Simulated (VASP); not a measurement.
The system is MgI2.

```xyz
3
Lattice="2.0787 1.2001 6.8923 -2.0787 1.2001 6.8923 0.0000 -2.4003 6.8923" Properties=species:S:1:pos:R:3 pbc="T T T"
Mg    0.0000    0.0000    0.0000
I     0.0000    0.0000    5.2248
I     0.0000    0.0000   15.4522
```

Base run:

```yaml
Program: VASP 6.6.1
Functional: r2SCAN
Potentials_or_basis: VASP PAW PBE potentials, release 64 (Mg, I)
Cutoff: 520 eV
k_mesh: 8 × 8 × 8
Occupations: gaussian, width 0.01 eV
Spin: no spin polarisation
```

Its results: band gap on the k mesh 3.81 eV (least direct gap 4.24 eV); pressure 0.5 GPa.

Question: The run is repeated on the same cell with these changes: functional from r2SCAN to PBE. What comes out?

Answer: Band gap on the k mesh 3.25 eV (least direct gap 3.66 eV); pressure 1.1 GPa.

Caveats: spin-orbit coupling is left out, which moves the levels of the heavy elements; the PAW data sets were made with another functional, which shifts forces and pressure a little (at least some runs).

A k mesh can miss the band edges.
